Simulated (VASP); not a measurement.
Write the native input for VASP 6.6.1 that does the following.

```
Task                   : single point
Functional             : LDA
Potentials or basis    : VASP PAW LDA potentials, release 64 (Na_pv, Cl)
Cutoff                 : 500 eV
k mesh                 : 6 × 6 × 6
Occupations            : gaussian, width 0.02 eV
Spin                   : no spin polarisation
Dipole correction      : no
Further INCAR settings : ALGO = Normal; EDIFF = 1e-06; NBANDS = 14
```

The structure of NaCl (vib) lies in POSCAR:

```
NaCl
1.0
    0.0000000000      2.7321020083      2.7321020083
    2.7321020083      0.0000000000      2.7321020083
    2.7321020083      2.7321020083      0.0000000000
Na Cl
1 1
Direct
    0.0000000000      0.0000000000      0.0000000000
    0.5000000000      0.5000000000      0.5000000000
```

These files were run (other wordings do the same):

INCAR

```
SYSTEM = NaCl
PREC = Accurate
ENCUT = 500
EDIFF = 1E-6
ISMEAR = 0
SIGMA = 0.02
LREAL = .False.
LASPH = .True.
NELM = 120
ALGO = Normal
ISIF = 2
LWAVE = .False.
LCHARG = .False.
GGA = CA
NBANDS = 14
GGA_COMPAT = .False.
```

KPOINTS

```
Automatic mesh
0
Gamma
  6 6 6
  0 0 0
```

Potentials or basis: VASP PAW LDA potentials, release 64 (Na_pv, Cl).

The run is started by

```sh
$ cat potpaw_LDA.64/Na_pv/POTCAR potpaw_LDA.64/Cl/POTCAR > POTCAR
$ mpirun -np 1 vasp_std > vasp.out
```

Results of the run:

```
Pressure               : 0.0 GPa
Band gap on the k mesh : 5.08 eV, direct
```

Wall time 5.4 s on 1 thread of Intel(R) Xeon(R) Platinum 8488C (Sapphire Rapids) (shared host), peak memory 0.13 GiB.
